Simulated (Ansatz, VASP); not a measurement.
**One calculation of Ti4As2Se, two programs**

```
CELL_PARAMETERS angstrom
-3.85593 3.85593 3.86906
3.85593 -3.85593 3.86906
3.85593 3.85593 -3.86906
ATOMIC_POSITIONS crystal
Ti 0.61931 0.87052 0.58851
Ti 0.46799 0.37948 0.24879
Ti 0.96920 0.38069 0.25121
Ti 0.78080 0.53201 0.91149
Ti 0.13069 0.21920 0.75121
Ti 0.12948 0.71799 0.74879
Ti 0.28201 0.03080 0.41149
Ti 0.62052 0.86931 0.08851
As 0.50164 0.12500 0.87664
As 0.37500 0.49836 0.62336
As 0.87500 0.75164 0.37664
As 0.24836 0.62500 0.12336
Se 0.75000 0.25000 0.50000
Se 0.00000 0.00000 0.00000
```

Alike in both runs: functional PBE; k mesh 2 × 2 × 2; occupations gaussian, width 0.15 eV; collinear spin.

Ansatz relaxed the structure, and its values are those at the end. VASP's run is a single point on that final structure, the one shown.

|  | VASP | Ansatz |
| --- | --- | --- |
| version | VASP 6.6.1 | Ansatz 0.2.0 |
| potentials or method | VASP PAW PBE potentials, release 64 (Ti_sv, As, Se), cutoff 520 eV | scalar-relativistic, plane waves, PAW |
| valence electrons in the cell | 128 | 188 |

VASP gave:

| Item | Value |
| --- | --- |
| gap on the k mesh at the Fermi level (eV) | none |
| pressure (GPa) | 0.1 |
| rms of the force components (eV/Å) | 0.031 |
| net moment per atom (μB) | 0.00 |

Problem. What did Ansatz give for the same quantities?

Solution. gap on the k mesh at the Fermi level (eV): none; pressure (GPa): -0.1; rms of the force components (eV/Å): 0.031; net moment per atom (μB): 0.00.

A gap of «none» marks a metal or a gap that the smearing closes. The functional is the same, so the differences come from potentials, cutoffs and numerics. VASP's potentials hold 128 valence electrons a cell and Ansatz's 188, so a difference there can come from the potentials and not from the codes. Ansatz's warnings: seeded moment not kept.

The k mesh is coarse, so the values compare programs but aren't converged.
